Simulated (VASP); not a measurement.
# Al in VASP: a series of runs

The runs below take Al through single point, with LDA.

Everything below comes from runs of VASP 6.6.1. Logs are shortened: lines on timing, memory, paths and dates and some standing lists are left out, and cuts for length are marked.

## Step 1: The cell of the first run

The cell holds a slab with vacuum, 2 atoms: a = 2.817 Å, b = 3.983 Å, c = 17.408 Å, α = 90.00°, β = 90.00°, γ = 90.00°.

## Step 2: Single point, LDA

INCAR

```
SYSTEM = Al
PREC = Accurate
ENCUT = 520
EDIFF = 1E-6
ISMEAR = -1
SIGMA = 0.08
LREAL = .FALSE.
LASPH = .TRUE.
NELM = 100
ALGO = Normal
ISIF = 2
LWAVE = .FALSE.
LCHARG = .FALSE.
LDIPOL = .TRUE.
IDIPOL = 3
DIPOL = 0.5 0.5 0.500
GGA = CA
NBANDS = 10
```

KPOINTS

```
regular mesh
0
G
  14 10 1
  0 0 0
```

POSCAR

```
Al
1.0
    2.8165331402      0.0000000000      0.0000000000
    0.0000000000      3.9831793658      0.0000000000
    0.0000000000      0.0000000000     17.4083000000
Al
2
Direct
    0.2500000000      0.2500000000      0.4595518640
    0.7500000000      0.7500000000      0.5404481360
```

Potentials or basis: VASP PAW LDA potentials, release 64 (Al).

Started as:

```console
$ cat potpaw_LDA.64/Al/POTCAR > POTCAR
$ mpirun -np 1 vasp_std > vasp.out
```

OUTCAR:

```text
SYSTEM = Al
   PREC = Accurate
   ENCUT = 520
   EDIFF = 1E-6
   ISMEAR = -1
   LREAL = .FALSE.
   LASPH = .TRUE.
   NELM = 100
   ISIF = 2
   GGA = CA

 ion  position               nearest neighbor table
   1  0.250  0.250  0.460-   2 2.82   2 2.82   2 2.82   2 2.82
   2  0.750  0.750  0.540-   1 2.82   1 2.82   1 2.82   1 2.82

  LATTYP: Found a simple orthorhombic cell.
 ALAT       =     2.8165331402
 B/A-ratio  =     1.4142135624
 C/A-ratio  =     6.1807545424

  Lattice vectors:

 A1 = (   2.8165331402,   0.0000000000,   0.0000000000)
 A2 = (   0.0000000000,   3.9831793658,   0.0000000000)
 A3 = (   0.0000000000,   0.0000000000,  17.4083000000)

Analysis of symmetry for initial positions (statically):
=====================================================================
 Subroutine PRICEL returns:
 Original cell was already a primitive cell.

 Routine SETGRP: Setting up the symmetry group for a
 simple orthorhombic supercell.

 Subroutine GETGRP returns: Found  8 space group operations
 (whereof  2 operations were pure point group operations)
 out of a pool of  8 trial point group operations.

The static configuration has the point symmetry S_2 .
 The point group associated with its full space group is D_2h.

Analysis of symmetry for dynamics (positions and initial velocities):
=====================================================================
 Subroutine PRICEL returns:
 Original cell was already a primitive cell.

 Routine SETGRP: Setting up the symmetry group for a
 simple orthorhombic supercell.

 Subroutine GETGRP returns: Found  8 space group operations
 (whereof  2 operations were pure point group operations)
 out of a pool of  8 trial point group operations.

The dynamic configuration has the point symmetry S_2 .
 The point group associated with its full space group is D_2h.

 Subroutine INISYM returns: Found  8 space group operations
 (whereof  2 operations are pure point group operations),
 and found     1 'primitive' translations

----------------------------------------------------------------------------------------

                                     Primitive cell

  volume of cell :     195.2995

  direct lattice vectors                    reciprocal lattice vectors
     2.816533140  0.000000000  0.000000000     0.355046417  0.000000000  0.000000000
     0.000000000  3.983179366  0.000000000     0.000000000  0.251055729  0.000000000
     0.000000000  0.000000000 17.408300000     0.000000000  0.000000000  0.057443863

  length of vectors
     2.816533140  3.983179366 17.408300000     0.355046417  0.251055729  0.057443863

  position of ions in fractional coordinates (direct lattice)
     0.250000000  0.250000000  0.459551864
     0.750000000  0.750000000  0.540448136

  ion indices of the primitive-cell ions
   primitive index   ion index
                 1           1
                 2           2

----------------------------------------------------------------------------------------

 KPOINTS: regular mesh

Automatic generation of k-mesh.
 Grid dimensions read from file:
 generate k-points for:   14   10    1

 Generating k-lattice:

  Cartesian coordinates                     Fractional coordinates (reciprocal lattice)
     0.025360458  0.000000000  0.000000000     0.071428571  0.000000000  0.000000000
     0.000000000  0.025105573  0.000000000     0.000000000  0.100000000  0.000000000
     0.000000000  0.000000000  0.057443863     0.000000000  0.000000000  1.000000000

  Length of vectors
     0.025360458  0.025105573  0.057443863

  Shift w.r.t. Gamma in fractional coordinates (k-lattice)
     0.000000000  0.000000000  0.000000000

 Subroutine IBZKPT returns following result:
 ===========================================

 Found     48 irreducible k-points:

 Following reciprocal coordinates:
            Coordinates               Weight
  0.000000  0.000000  0.000000      1.000000
  0.071429  0.000000  0.000000      2.000000
  0.142857  0.000000  0.000000      2.000000
  0.214286  0.000000  0.000000      2.000000
  0.285714  0.000000  0.000000      2.000000
  0.357143  0.000000  0.000000      2.000000
[... 16 lines left out ...]
  0.428571  0.200000  0.000000      4.000000
  0.500000  0.200000  0.000000      2.000000
 [... further k-points ...]
   k-points           NKPTS =     48   k-points in BZ     NKDIM =     48   number of bands    NBANDS=     10
   number of dos      NEDOS =    301   number of ions     NIONS =      2
   total plane-waves  NPLWV = 100800
   dimension x,y,z NGX =    24 NGY =   30 NGZ =  140
   dimension x,y,z NGXF=    48 NGYF=   60 NGZF=  280
   ions per type =               2
   NGX,Y,Z   is equivalent  to a cutoff of  14.17, 12.52, 13.37 a.u.
   NGXF,Y,Z  is equivalent  to a cutoff of  28.33, 25.04, 26.74 a.u.
 SYSTEM =  Al
   PREC   = accura    normal or accurate (medium, high low for compatibility)
   ISTART =      0    job   : 0-new  1-cont  2-samecut
   ICHARG =      2    charge: 1-file 2-atom 10-const
   ISPIN  =      1    spin polarized calculation?
   LNONCOLLINEAR =      F non collinear calculations
   LSORBIT =      F    spin-orbit coupling
   LASPH  =      T    aspherical Exc in radial PAW
   ENCUT  =  520.0 eV  38.22 Ry    6.18 a.u.   5.24  7.41 32.37*2*pi/ulx,y,z
   NELM   =    100;   NELMIN=  2; NELMDL= -5     # of ELM steps
   EDIFF  = 0.1E-05   stopping-criterion for ELM
   LREAL  =      F    real-space projection
   EDIFFG = 0.1E-04   stopping-criterion for IOM
   NSW    =      0    number of steps for IOM
   IBRION =     -1    ionic relax: 0-MD 1-quasi-New 2-CG
   NFREE  =      0    steps in history (QN), initial steepest desc. (CG)
   ISIF   =      2    stress and relaxation
   ISYM   =      2    0-nonsym 1-usesym 2-fastsym
   POTIM  = 0.5000    time-step for ionic-motion
   TEBEG  =    0.0;   TEEND  =   0.0 temperature during run
   PSTRESS=    0.0 pullay stress
   NELECT =       6.0000    total number of electrons
   NUPDOWN=      -1.0000    fix difference up-down
   EMIN   =  10.00;   EMAX   =-10.00  energy-range for DOS
   EFERMI =   0.00;   METHOD = LEGACY
   ISMEAR =    -1;   SIGMA  =   0.08  broadening in eV -4-tet -1-fermi 0-gaus
   EFERMI_NEDOS =   21; number of points for ismear=-14 and -15
   IALGO  =     38    algorithm
   IMIX   =      4    mixing-type and parameters
     AMIX     =   0.40;   BMIX     =  1.00
     AMIX_MAG =   1.60;   BMIX_MAG =  1.00
  volume/ion in A,a.u.               =      97.65       658.97
  Fermi-wavevector in a.u.,A,eV,Ry     =   0.512733  0.968926  3.576910  0.262895
  Thomas-Fermi vector in A             =   1.526862
   LORBIT       =      0    0 simple, 1 ext, 2 COOP (PROOUT), +10 PAW based schemes
   GGA     = CA    functional components
   LHFCALC =     F    Hartree Fock is set to
   AEXX    =    0.0000 exact exchange contribution
   IVDW    =     0    specifies the selected vdW correction
   LEPSILON=     F    determine dielectric tensor
   LRPA    =     F    only Hartree local field effects (RPA)
 non-spin polarized calculation
  energy-cutoff  :      520.00
  volume of cell :      195.30
 maximum number of plane-waves:      5326
 NGX is ok and might be reduce to    24
   NGX = 11   NGY = 15   NGZ = 65

 dipolmoment           0.000000      0.000000      0.000000 electrons x Angstroem

 number of electron       6.0000000 magnetization

 dipolmoment           0.000000      0.000000     -0.000000 electrons x Angstroem

 Free energy of the ion-electron system (eV)
  ---------------------------------------------------
  ext. energy  EPLUGINS =         0.00000000
  ---------------------------------------------------
  free energy    TOTEN  =        -6.64952895 eV

  energy without entropy =       -6.62989137  energy(sigma->0) =       -6.63971016

 E-fermi :  -1.9949     XC(G=0):  -2.9380

 val. band max:       -2.0814392556   @ k =   0.1429   0.4000   0.0000
 cond. band min:      -1.9682365075   @ k =   0.3571   0.3000   0.0000
 fundamental gap:      0.1132027481
 Fermi energy:        -1.9948541412

 k-point     1 :       0.0000    0.0000    0.0000
  band No.  band energies     occupation
      1     -10.5207      2.00000
      2      -5.7133      2.00000
      3      -2.2519      1.92260
      4      -1.6923      0.04454
      5      -0.2178      0.00000
      6       1.5680      0.00000
      7       1.9540      0.00000
      8       3.1370      0.00000
      9       3.1455      0.00000
     10       3.6276      0.00000

 k-point     2 :       0.0714    0.0000    0.0000
  band No.  band energies     occupation
      1     -10.4261      2.00000
      2      -5.6205      2.00000
      3      -2.1656      1.78849
      4      -1.6028      0.01478
      5      -0.1403      0.00000
      6       1.6618      0.00000
      7       2.0497      0.00000
      8       3.2309      0.00000
      9       3.2311      0.00000
     10       3.6837      0.00000

 k-point     3 :       0.1429    0.0000    0.0000
  band No.  band energies     occupation
      1     -10.1430      2.00000
      2      -5.3428      2.00000
      3      -1.9070      0.50006
      4      -1.3353      0.00053
      5       0.0578      0.00000
      6       1.9242      0.00000
      7       2.3367      0.00000
      8       2.6790      0.00000
      9       3.4852      0.00000
     10       3.5130      0.00000
[... 248 lines left out ...]
 k-point    23 :       0.4286    0.2000    0.0000
  band No.  band energies     occupation
      1      -6.8157      2.00000
      2      -4.3153      2.00000
      3      -2.4429      1.99263
      4      -0.8072      0.00000
      5      -0.0818      0.00000
      6       1.4600      0.00000
      7       1.9659      0.00000
      8       4.0890      0.00000
      9       4.3591      0.00000
     10       5.3342      0.00000

 k-point    24 :       0.5000    0.2000    0.0000
  band No.  band energies     occupation
      1      -5.6361      2.00000
      2      -5.6361      2.00000
      3      -1.3290      0.00049
      4      -1.3290      0.00049
      5       0.3342      0.00000
      6       0.3342      0.00000
      7       2.8544      0.00000
      8       2.8544      0.00000
      9       5.3638      0.00000
     10       5.3638      0.00000

 [... further k-points ...]

------------------------ aborting loop because EDIFF is reached ----------------------------------------

 vacuum level on the upper side and lower side of the slab       (xc-potential included)        -0.085        -0.085

  FORCE on cell =-STRESS in cart. coord.  units (eV):
  Direction    XX          YY          ZZ          XY          YZ          ZX
  --------------------------------------------------------------------------------------
  -------------------------------------------------------------------------------------
  Total       -2.6077570     -1.0131809     -0.7970381     -0.0000000      0.0000000      0.0000000
  in kB      -21.3932422     -8.3118268     -6.5386576     -0.0000000      0.0000000      0.0000000
  external PRESSURE =     -12.0812422 kB  Pullay stress =       0.0000000 kB

 VOLUME and BASIS-vectors are now :
 -----------------------------------------------------------------------------
  energy-cutoff  :      520.00
  volume of cell :      195.30
      direct lattice vectors                 reciprocal lattice vectors
     2.816533140  0.000000000  0.000000000     0.355046417  0.000000000  0.000000000
     0.000000000  3.983179366  0.000000000     0.000000000  0.251055729  0.000000000
     0.000000000  0.000000000 17.408300000     0.000000000  0.000000000  0.057443863

 POSITION                                       TOTAL-FORCE (eV/Angst)
 -----------------------------------------------------------------------------------
      0.70413      0.99579      8.00002         0.000000      0.000000      0.565067
      2.11240      2.98738      9.40828         0.000000     -0.000000     -0.565067
 -----------------------------------------------------------------------------------
    total drift:                               -0.000000      0.000000     -0.000000

  FREE ENERGIE OF THE ION-ELECTRON SYSTEM (eV)
  ---------------------------------------------------
  free  energy   TOTEN  =        -6.6495289466 eV

  energy  without entropy=       -6.6298913668  energy(sigma->0) =       -6.63971016

 vacuum level on the upper side and lower side of the slab         2.002         2.002
```

It took 59 s on 1 thread of AMD EPYC 9R45 (Zen 5), shared host; peak memory 0.24 GiB.

What came out:

```yaml
Free_energy: -6.6495 eV
Largest_force: 0.565 eV/Å
Band_gap_on_the_k_mesh: zero (band 3 reaches -0.95 eV, above the bottom of band 4 at -3.42 eV)
```

Forces in eV/Å, atoms in the order of the input:
```
Al   0.000  0.000  0.565
Al   0.000  0.000 -0.565
```

Levels at points of the mesh, in eV from the Fermi level:
```
           k point  band 1  band 2  band 3  band 4  band 5  band 6
(0.00, 0.00, 0.00)   -8.53   -3.72   -0.26    0.30    1.78    3.56
(0.50, 0.00, 0.00)   -3.98   -3.98    0.73    0.73    3.96    3.96
(0.00, 0.50, 0.00)   -6.33   -6.33   -1.19   -1.19    3.27    3.27
(0.50, 0.50, 0.00)   -2.20   -2.20   -1.43   -1.43    3.01    3.01
```

## Step 3: Single point, LDA

INCAR

```
PREC = Accurate ; ENCUT = 520
EDIFF = 1E-7 ; ISMEAR = -1
SIGMA = 0.08 ; LREAL = F
LASPH = T ; NELM = 80
ALGO = Normal ; ISIF = 2
LWAVE = F ; LCHARG = F
LDIPOL = T ; IDIPOL = 3
DIPOL = 0.5 0.5 0.500 ; GGA = CA
NBANDS = 10
```

KPOINTS

```
Automatic mesh
0
Gamma
  14 10 1
```

POSCAR

```
Al
1.0
    2.8165331402      0.0000000000      0.0000000000
    0.0000000000      3.9831793658      0.0000000000
    0.0000000000      0.0000000000     17.4083000000
Al
2
Direct
    0.2500000000      0.2500000000      0.4716991044
    0.7500000000      0.7500000000      0.5283008956
```

Potentials or basis: VASP PAW LDA potentials, release 64 (Al).

Started as:

```console
$ cat potpaw_LDA.64/Al/POTCAR > POTCAR
$ mpirun -np 1 vasp_std > vasp.out
```

It took 73 s on 1 thread of AMD EPYC 9R45 (Zen 5), shared host; peak memory 0.24 GiB.

The run converged. Its results:

```yaml
Free_energy: -6.7578 eV
Largest_force: 0.008 eV/Å
Band_gap_on_the_k_mesh: zero (band 3 reaches -0.88 eV, above the bottom of band 4 at -3.87 eV)
```

Forces on the atoms (eV/Å):
```
Al   0.000  0.000 -0.008
Al   0.000  0.000  0.008
```

Levels at points of the mesh, in eV from the Fermi level:
```
           k point  band 1  band 2  band 3  band 4  band 5  band 6  band 7  band 8
(0.00, 0.00, 0.00)   -8.95   -3.18   -0.93    1.14    1.29    3.83    4.18    5.37
(0.50, 0.00, 0.00)   -4.43   -4.43    1.26    1.26    3.24    3.24    5.64    5.64
(0.00, 0.50, 0.00)   -6.71   -6.71   -0.82   -0.82    3.99    3.99    6.17    6.17
(0.50, 0.50, 0.00)   -2.70   -2.70   -1.72   -1.72    3.27    3.27    3.85    3.85
```

## Step 4: Single point, LDA

INCAR

```
SYSTEM = Al
PREC     = Accurate       ! precision mode
ENCUT    = 520            ! plane-wave cutoff, eV
EDIFF    = 1E-6           ! SCF threshold, eV
ISMEAR   = -1             ! smearing method
SIGMA    = 0.08           ! smearing width, eV
LREAL    = .FALSE.        ! projectors in reciprocal space
LASPH    = .TRUE.         ! aspherical terms in the spheres
NELM     = 80             ! most SCF steps
ALGO     = Normal         ! electronic algorithm
ISIF     = 2              ! what is computed and relaxed
LWAVE    = .FALSE.        ! write WAVECAR
LCHARG   = .FALSE.        ! write CHGCAR
LDIPOL   = .TRUE.       
IDIPOL   = 3            
DIPOL    = 0.5 0.5 0.500
GGA      = CA             ! functional
NBANDS   = 10             ! bands
```

KPOINTS

```
Automatic mesh
0
G
  14 10 1
  0 0 0
```

POSCAR is that of step 3.

Started as:

```console
$ cat potpaw_LDA.64/Al/POTCAR > POTCAR
$ mpirun -np 1 vasp_std > vasp.out
```

It took 68 s on 1 thread of AMD EPYC 9R45 (Zen 5), shared host; peak memory 0.24 GiB.

It converged, with:

| Quantity | Value |
| --- | --- |
| Free energy | -6.7578 eV |
| Largest force | 0.008 eV/Å |
| Band gap on the k mesh | zero (band 3 reaches -0.88 eV, above the bottom of band 4 at -3.87 eV) |

Forces in eV/Å, atoms in the order of the input:
```
Al   0.000  0.000 -0.008
Al   0.000  0.000  0.008
```

Levels at points of the mesh, in eV from the Fermi level:
| k point | band 1 | band 2 | band 3 | band 4 | band 5 | band 6 |
| --- | --- | --- | --- | --- | --- | --- |
| (0.00, 0.00, 0.00) | -8.95 | -3.18 | -0.93 | 1.14 | 1.29 | 3.84 |
| (0.50, 0.00, 0.00) | -4.43 | -4.43 | 1.26 | 1.26 | 3.24 | 3.24 |
| (0.00, 0.50, 0.00) | -6.71 | -6.71 | -0.82 | -0.82 | 3.99 | 3.99 |
| (0.50, 0.50, 0.00) | -2.70 | -2.70 | -1.72 | -1.72 | 3.27 | 3.27 |
